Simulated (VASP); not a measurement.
# AlNi (P4/mmm) in VASP: further runs, part 2 of 2

VASP 6.6.1.

**5. Relaxation of shape and atoms at fixed volume, PBE (12.36 Å³/atom)**

This run uses another cell than the first one, of 12.36 Å³/atom.

File INCAR:

```
SYSTEM = AlNi
PREC = Accurate
ENCUT = 600
EDIFF = 1E-6
ISMEAR = -1
SIGMA = 0.15
LREAL = .FALSE.
LASPH = .TRUE.
NELM = 100
ALGO = Fast
ISIF = 4
LWAVE = .FALSE.
LCHARG = .FALSE.
GGA = PE
IBRION = 2
NSW = 80
EDIFFG = -0.001
```

File KPOINTS:

```
Automatic mesh
0
G
  16 16 14
  0 0 0
```

File POSCAR:

```
AlNi
1.0
    2.0596383727     -2.0596383727      0.0000000000
    2.0596383727      2.0596383727      0.0000000000
    0.0000000000      0.0000000000      2.9145921608
Al Ni
1 1
Direct
    0.0000000000      0.0000000000      0.0000000000
    0.5000000000      0.5000000000      0.5000000000
```

Potentials or basis: VASP PAW PBE potentials, release 64 (Al, Ni).

Launch:

```bash
$ cat potpaw_PBE.64/Al/POTCAR potpaw_PBE.64/Ni/POTCAR > POTCAR
$ mpirun -np 1 vasp_std > vasp.out
```

OUTCAR:

```text
SYSTEM = AlNi
   PREC = Accurate
   ENCUT = 600
   EDIFF = 1E-6
   ISMEAR = -1
   LREAL = .FALSE.
   LASPH = .TRUE.
   NELM = 100
   ISIF = 4
   GGA = PE
   IBRION = 2
   NSW = 80
   EDIFFG = -0.001

 ion  position               nearest neighbor table
   1  0.000  0.000  0.000-   2 2.52   2 2.52   2 2.52   2 2.52   2 2.52   2 2.52   2 2.52   2 2.52

   2  0.500  0.500  0.500-   1 2.52   1 2.52   1 2.52   1 2.52   1 2.52   1 2.52   1 2.52   1 2.52

  LATTYP: Found a simple tetragonal cell.
 ALAT       =     2.9127685203
 C/A-ratio  =     1.0006260850

  Lattice vectors:

 A1 = (   2.0596383727,  -2.0596383727,   0.0000000000)
 A2 = (   2.0596383727,   2.0596383727,   0.0000000000)
 A3 = (   0.0000000000,   0.0000000000,   2.9145921608)

Analysis of symmetry for initial positions (statically):
=====================================================================
 Subroutine PRICEL returns:
 Original cell was already a primitive cell.

 Routine SETGRP: Setting up the symmetry group for a
 simple tetragonal supercell.

 Subroutine GETGRP returns: Found 16 space group operations
 (whereof 16 operations were pure point group operations)
 out of a pool of 16 trial point group operations.

The static configuration has the point symmetry D_4h.

Analysis of symmetry for dynamics (positions and initial velocities):
=====================================================================
 Subroutine PRICEL returns:
 Original cell was already a primitive cell.

 Routine SETGRP: Setting up the symmetry group for a
 simple tetragonal supercell.

 Subroutine GETGRP returns: Found 16 space group operations
 (whereof 16 operations were pure point group operations)
 out of a pool of 16 trial point group operations.

The dynamic configuration has the point symmetry D_4h.

 Subroutine INISYM returns: Found 16 space group operations
 (whereof 16 operations are pure point group operations),
 and found     1 'primitive' translations

[... 118 lines left out ...]
   LORBIT       =      0    0 simple, 1 ext, 2 COOP (PROOUT), +10 PAW based schemes
   GGA     = PE    functional components
   LHFCALC =     F    Hartree Fock is set to
   AEXX    =    0.0000 exact exchange contribution
   IVDW    =     0    specifies the selected vdW correction
   LEPSILON=     F    determine dielectric tensor
   LRPA    =     F    only Hartree local field effects (RPA)
 conjugate gradient relaxation of ions
 non-spin polarized calculation
 RMM-DIIS sequential band-by-band and
  energy-cutoff  :      600.00
  volume of cell :       24.73
 maximum number of plane-waves:       846
 NGX is ok and might be reduce to    24
   NGX = 11   NGY = 11   NGZ = 11

 number of electron      13.0000006 magnetization

 Free energy of the ion-electron system (eV)
  ---------------------------------------------------
  ext. energy  EPLUGINS =         0.00000000
  ---------------------------------------------------
  free energy    TOTEN  =       -10.56554258 eV

  energy without entropy =      -10.50009783  energy(sigma->0) =      -10.53282020

 E-fermi :   9.6098     XC(G=0): -11.8888

 val. band max:        9.5975843067   @ k =   0.3750   0.2500   0.1429
 cond. band min:       9.6219102189   @ k =   0.3125   0.2500   0.4286
 fundamental gap:      0.0243259122
 Fermi energy:         9.6098134429

 k-point     1 :       0.0000    0.0000    0.0000
  band No.  band energies     occupation
      1      -1.3053      2.00000
      2       6.5094      2.00000
      3       6.5094      2.00000
      4       8.1020      1.99991
      5       8.1020      1.99991
      6       8.1032      1.99991
      7      14.9352      0.00000
      8      14.9570      0.00000
      9      14.9570      0.00000
     10      17.6023      0.00000
[... 287 lines left out ...]
 k-point    24 :       0.5000    0.1250    0.0000
  band No.  band energies     occupation
      1       2.9767      2.00000
      2       3.2765      2.00000
      3       7.0138      2.00000
      4       7.3667      2.00000
      5       7.4533      2.00000
      6       8.0913      1.99992
      7       8.9454      1.97644
      8      16.4021      0.00000
      9      17.3618      0.00000
     10      19.8773      0.00000

 [... further k-points ...]
[... 5 lines left out ...]
  --------------------------------------------------------------------------------------
  -------------------------------------------------------------------------------------
  Total       -0.4886983     -0.4886983     -0.4902167      0.0000000     -0.0000000      0.0000000
  in kB      -31.6636998    -31.6636998    -31.7620793      0.0000000     -0.0000000      0.0000000
  external PRESSURE =     -31.6964930 kB  Pullay stress =       0.0000000 kB

 VOLUME and BASIS-vectors are now :
 -----------------------------------------------------------------------------
  energy-cutoff  :      600.00
  volume of cell :       24.73
      direct lattice vectors                 reciprocal lattice vectors
     2.059638373 -2.059638373  0.000000000     0.242761063 -0.242761063  0.000000000
     2.059638373  2.059638373  0.000000000     0.242761063  0.242761063  0.000000000
     0.000000000  0.000000000  2.914592161     0.000000000  0.000000000  0.343101177

 POSITION                                       TOTAL-FORCE (eV/Angst)
 -----------------------------------------------------------------------------------
      0.00000      0.00000      0.00000         0.000000      0.000000      0.000000
      2.05964      0.00000      1.45730        -0.000000     -0.000000      0.000000
 -----------------------------------------------------------------------------------
    total drift:                                0.000000     -0.000000     -0.000000

  FREE ENERGIE OF THE ION-ELECTRON SYSTEM (eV)
  ---------------------------------------------------
  free  energy   TOTEN  =       -10.5655425800 eV

  energy  without entropy=      -10.5000978270  energy(sigma->0) =      -10.53282020

 reached required accuracy - stopping structural energy minimisation
```

CONTCAR:

```text
AlNi
   1.00000000000000
     2.0596383726999998   -2.0596383726999998    0.0000000000000000
     2.0596383726999998    2.0596383726999998    0.0000000000000000
     0.0000000000000000    0.0000000000000000    2.9145921607999998
  Al              Ni
     1     1
Direct
     0.0000000000000000    0.0000000000000000    0.0000000000000000
     0.5000000000000000    0.5000000000000000    0.5000000000000000

  0.00000000E+00  0.00000000E+00  0.00000000E+00
  0.00000000E+00  0.00000000E+00  0.00000000E+00
```

Wall time 65 s (1 thread of Intel Xeon 8259CL, shared host); peak memory 0.25 GiB.

What came out:

```yaml
Free_energy: -10.5655 eV
Pressure_after_relaxing: -3.2 GPa
Band_gap_on_the_k_mesh: zero (an odd number of electrons rules out a gap without spin polarisation)
```

Final structure:
```
Al Ni
1.0
     2.05964   -2.05964    0.00000
     2.05964    2.05964    0.00000
     0.00000    0.00000    2.91459
Al Ni
1 1
Direct
  0.00000 0.00000 0.00000
  0.50000 0.50000 0.50000
```

Levels at points of the mesh, in eV from the Fermi level:
| k point | band 3 | band 4 | band 5 | band 6 | band 7 | band 8 | band 9 | band 10 |
| --- | --- | --- | --- | --- | --- | --- | --- | --- |
| (0.00, 0.00, 0.00) | -3.10 | -1.51 | -1.51 | -1.51 | 5.33 | 5.35 | 5.35 | 7.99 |
| (0.50, 0.00, 0.00) | -2.65 | -2.18 | -2.18 | -1.42 | -0.66 | 8.22 | 9.83 | 9.85 |
| (0.50, 0.50, 0.00) | -2.81 | -2.81 | -2.01 | -2.01 | -1.01 | 1.40 | 2.29 | 11.88 |
| (0.00, 0.00, 0.50) | -2.65 | -2.18 | -2.18 | -1.42 | -0.66 | 8.22 | 9.84 | 9.84 |
| (0.50, 0.00, 0.50) | -2.81 | -2.81 | -2.01 | -2.01 | -1.01 | 1.39 | 2.28 | 11.89 |
| (0.50, 0.50, 0.50) | -3.96 | -0.98 | -0.98 | 2.01 | 2.01 | 2.01 | 3.38 | 4.28 |

Caveat: the relaxation stopped at its first step, so nothing moved. Spin polarisation is off, so any magnetic state and its effect on volume and gap are missing.

**6. Relaxation of shape and atoms at fixed volume, PBE (11.88 Å³/atom)**

This run uses another cell than the first one, of 11.88 Å³/atom.

File INCAR:

```
SYSTEM = AlNi
PREC     = Accurate       ! precision mode
ENCUT    = 600            ! plane-wave cutoff, eV
EDIFF    = 1E-6           ! SCF threshold, eV
ISMEAR   = -1             ! smearing method
SIGMA    = 0.15           ! smearing width, eV
LREAL    = .False.        ! projectors in reciprocal space
LASPH    = .True.         ! aspherical terms in the spheres
NELM     = 100            ! most SCF steps
ALGO     = Fast           ! electronic algorithm
ISIF     = 4              ! what is computed and relaxed
LWAVE    = .False.        ! write WAVECAR
LCHARG   = .False.        ! write CHGCAR
GGA      = PE             ! functional
IBRION   = 2              ! ionic algorithm
NSW      = 80             ! ionic steps
EDIFFG   = -0.001         ! ionic threshold
```

File KPOINTS:

```
Automatic mesh
0
Gamma
  16 16 14
  0 0 0
```

File POSCAR:

```
AlNi
1.0
    2.0323551818     -2.0323551818      0.0000000000
    2.0323551818      2.0323551818      0.0000000000
    0.0000000000      0.0000000000      2.8759837452
Al Ni
1 1
Direct
    0.0000000000      0.0000000000      0.0000000000
    0.5000000000      0.5000000000      0.5000000000
```

Potentials or basis: VASP PAW PBE potentials, release 64 (Al, Ni).

Launch:

```bash
$ cat potpaw_PBE.64/Al/POTCAR potpaw_PBE.64/Ni/POTCAR > POTCAR
$ mpirun -np 1 vasp_std > vasp.out
```

It took 64 s on 1 thread of Intel Xeon 8259CL, shared host; peak memory 0.25 GiB.

The run converged. Its results:

* Free energy: -10.5651 eV
* Pressure after relaxing: 3.2 GPa
* Band gap on the k mesh: zero (an odd number of electrons rules out a gap without spin polarisation)

Final structure:
```
Al Ni
1.0
     2.03236   -2.03236    0.00000
     2.03236    2.03236    0.00000
     0.00000    0.00000    2.87598
Al Ni
1 1
Direct
  0.00000 0.00000 0.00000
  0.50000 0.50000 0.50000
```

Levels at points of the mesh, in eV from the Fermi level:
```
           k point  band 4  band 5  band 6  band 7  band 8  band 9  band 10
(0.00, 0.00, 0.00)   -1.59   -1.59   -1.59    5.49    5.52    5.52     8.12
(0.50, 0.00, 0.00)   -2.30   -2.29   -1.50   -0.68    8.27   10.02    10.04
(0.50, 0.50, 0.00)   -2.92   -2.12   -2.12   -1.05    1.47    2.48    12.32
(0.00, 0.00, 0.50)   -2.29   -2.29   -1.50   -0.68    8.27   10.04    10.04
(0.50, 0.00, 0.50)   -2.92   -2.12   -2.12   -1.05    1.47    2.47    12.34
(0.50, 0.50, 0.50)   -1.03   -1.02    1.98    1.98    1.98    3.73     4.45
```

Caveat: the relaxation stopped at its first step, so nothing moved.

**7. Summary**

```tsv
task	cell	cutoff (eV)	gap on the mesh (eV)	pressure (GPa)
single point	a = 2.876, b = 2.876, c = 2.878 Å, 2 atoms	520	none	2.9
single point	a = 2.913, b = 2.913, c = 2.915 Å, 2 atoms	520	none	-3.2
relaxation of cell and atoms	relaxed to 3 GPa from a = 2.894, b = 2.894, c = 2.895 Å, 2 atoms	600	none	3.0
relaxation of shape and atoms at fixed volume	relaxed from a = 2.913, b = 2.913, c = 2.915 Å, 2 atoms	600	none	-3.2
relaxation of shape and atoms at fixed volume	relaxed from a = 2.874, b = 2.874, c = 2.876 Å, 2 atoms	600	none	3.2
```

Alike in all rows: level PBE; potentials or basis VASP PAW PBE potentials, release 64 (Al, Ni); no spin polarisation; k mesh 16 × 16 × 14; smearing fermi-dirac 0.15 eV.

Caveats: the relaxation stopped at its first step, so nothing moved (at least some runs); the cell stands under tension (at least some runs); the cell is relaxed towards a set pressure, so the run minimises the enthalpy, not the energy (at least some runs).

Absolute energies hang on the potentials; compare differences alone.
